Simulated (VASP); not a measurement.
A run of VASP 6.6.1 is set up as follows.

Contents of POSCAR:

```
SbMo
1.0
    0.0000000000      2.7667334114      2.7667334114
    2.7667334114      0.0000000000      2.7667334114
    2.7667334114      2.7667334114      0.0000000000
Mo Sb
1 1
Direct
    0.5000000000      0.5000000000      0.5000000000
    0.0000000000      0.0000000000      0.0000000000
```

The input INCAR.step1:

```
ALGO     = Normal         # electronic algorithm
EDIFF    = 1E-4           # SCF threshold, eV
ENCUT    = 520            # plane-wave cutoff, eV
GGA      = PE             # functional
ISMEAR   = 0              # smearing method
LASPH    = T              # aspherical terms in the spheres
LCHARG   = F              # write CHGCAR
LREAL    = F              # projectors in reciprocal space
LWAVE    = T              # write WAVECAR
NBANDS   = 16             # bands
NELM     = 60             # most SCF steps
PREC     = Accurate       # precision mode
SIGMA    = 0.05           # smearing width, eV
```

Contents of INCAR.step2:

```
ALGO     = Normal         # electronic algorithm
EDIFF    = 1E-6           # SCF threshold, eV
ENCUT    = 520            # plane-wave cutoff, eV
ISIF     = 2              # what is computed and relaxed
ISMEAR   = 0              # smearing method
ISTART   = 1            
LASPH    = T              # aspherical terms in the spheres
LCHARG   = T              # write CHGCAR
LELF     = T              # ELF
LMIXTAU  = T            
LREAL    = F              # projectors in reciprocal space
LVHAR    = T            
LWAVE    = F              # write WAVECAR
METAGGA  = R2SCAN         # meta-GGA
NBANDS   = 16             # bands
NELM     = 60             # most SCF steps
PREC     = Accurate       # precision mode
SIGMA    = 0.05           # smearing width, eV
```

File KPOINTS:

```
k-points
0
Gamma
  10 10 10
```

Potentials or basis: VASP PAW PBE potentials, release 64 (Mo_sv, Sb).

Launch:

```console
$ cat potpaw_PBE.64/Mo_sv/POTCAR potpaw_PBE.64/Sb/POTCAR > POTCAR
$ cp INCAR.step1 INCAR
$ mpirun -np 1 vasp_std > vasp.out
$ cp INCAR.step2 INCAR
$ mpirun -np 1 vasp_std > vasp.out
```

Problem. What does it give for the pressure?

Solution. -2.4 GPa.

Caveat: the PAW data sets were made with another functional, which shifts forces and pressure a little.
